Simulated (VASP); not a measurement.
Set up this calculation in VASP 6.6.1, as the native input.

```
Task                   : single point
Functional             : PBE
Potentials or basis    : VASP PAW PBE potentials, release 64 (Al, Sc_sv, N)
Cutoff                 : 520 eV
k mesh                 : 4 × 4 × 3
Occupations            : gaussian, width 0.01 eV
Spin                   : no spin polarisation
Dipole correction      : no
Further INCAR settings : LREAL = Auto; ALGO = Normal; EDIFF = 1e-06; NBANDS = 102
```

The structure of ScAl3N4 lies in POSCAR:

```
ScAl3N4
1.0
    6.4858413593     -0.0089206996     -0.0050652850
   -3.2506462321      5.6124430323      0.0050652850
   -0.0078980739      0.0045599551     10.1076633418
Al Sc N
12 4 16
Direct
    0.3367955879      0.1632044121      0.7514839837
    0.1635262880      0.8273904080     -0.0038809521
    0.3319198731      0.6698038266      0.2538464885
    0.1679180367      0.8347941910      0.5022220811
    0.3336093433      0.6716844852      0.7464931819
    0.6726095920      0.3364737120     -0.0038809521
    0.8301961734      0.1680801269      0.2538464885
    0.6652058090      0.3320819633      0.5022220811
    0.8283155148      0.1663906567      0.7464931819
    0.8362183933      0.6637816067      0.2519132090
    0.6653631967      0.8346368033      0.4980562207
    0.8353293514      0.6646706486      0.7458718487
    0.1626712208      0.3373287792     -0.0081959382
    0.3377491377      0.1622508623      0.2437924932
    0.1658476177      0.3341523823      0.4977894772
    0.6669067819      0.8330932181     -0.0038857165
    0.1580695059      0.3419304941      0.2048439530
    0.3423017471      0.1576982529      0.4487081340
    0.1679493425      0.3320506575      0.7075367658
    0.3433267477      0.1566732523      0.9439403131
    0.1550300794      0.8098972054      0.1858557548
    0.3411523539      0.6881626088      0.4426174676
    0.1661276242      0.8338318936      0.6909807688
    0.3267905434      0.6808586542      0.9320282546
    0.6901027946      0.3449699206      0.1858557548
    0.8118373912      0.1588476461      0.4426174676
    0.6661681064      0.3338723758      0.6909807688
    0.8191413458      0.1732094566      0.9320282546
    0.6676263783      0.8323736217      0.2044234523
    0.8339582216      0.6660417784      0.4441356307
    0.6676692905      0.8323307095      0.6912450607
    0.8425666104      0.6574333896      0.9340150224
```

These files were run (other wordings do the same):

INCAR

```
PREC = Accurate ; ENCUT = 520
EDIFF = 1E-6 ; ISMEAR = 0
SIGMA = 0.01 ; LREAL = Auto
LASPH = True ; NELM = 100
ALGO = Normal ; ISIF = 2
LWAVE = False ; LCHARG = True
GGA = PE ; LELF = True
LVHAR = True ; NBANDS = 102
```

KPOINTS

```
Automatic mesh
0
Gamma
  4 4 3
```

Potentials or basis: VASP PAW PBE potentials, release 64 (Al, Sc_sv, N).

Run with:

```console
$ cat potpaw_PBE.64/Al/POTCAR potpaw_PBE.64/Sc_sv/POTCAR potpaw_PBE.64/N/POTCAR > POTCAR
$ mpirun -np 1 vasp_std > vasp.out
```

It gave:

```json
{"Pressure": "0.9 GPa", "Largest force": "0.089 eV/Å", "Band gap on the k mesh": "3.62 eV (least direct gap 3.62 eV)"}
```

It took 46 min on 1 thread of Intel Xeon 8259CL, with other jobs on the host, peak memory 0.69 GiB.
